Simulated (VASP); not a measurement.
Wanted: the native input for a VASP 6.6.1 run.

- Task: single point
- Functional: PBEsol
- Potentials or basis: VASP PAW PBE potentials, release 64 (K_sv)
- Cutoff: 520 eV
- k mesh: 7 × 7 × 7
- Occupations: methfessel-paxton, width 0.1 eV
- Spin: no spin polarisation
- Dipole correction: no
- Further INCAR settings: ALGO = Normal; EDIFF = 1e-06; NBANDS = 10

The structure of K lies in POSCAR:

```
K
1.0
    4.2521826830      0.0000000000      0.0000000000
    0.0000000000      4.2521826830      0.0000000000
    0.0000000000      0.0000000000      4.2521826830
K
1
Direct
    0.0000000000      0.0000000000      0.0000000000
```

The input as run:

INCAR

```
SYSTEM = K
  PREC = Accurate
  ENCUT = 520
  EDIFF = 1E-6
  ISMEAR = 1
  SIGMA = 0.1
  LREAL = .False.
  LASPH = .True.
  NELM = 100
  ALGO = Normal
  ISIF = 2
  LWAVE = .False.
  LCHARG = .False.
  GGA = PS
  NBANDS = 10
```

KPOINTS

```
Automatic mesh
0
Gamma
  7 7 7
  0 0 0
```

Potentials or basis: VASP PAW PBE potentials, release 64 (K_sv).

Command:

```console
$ cat potpaw_PBE.64/K_sv/POTCAR > POTCAR
$ mpirun -np 1 vasp_std > vasp.out
```

Results of the run:

The pressure is 0.0 GPa.

Caveat: the PAW data sets were made with another functional, which shifts forces and pressure a little.

It took 7.3 s on 1 thread of Intel(R) Xeon(R) Platinum 8488C (Sapphire Rapids), with other jobs on the host, peak memory 0.17 GiB.
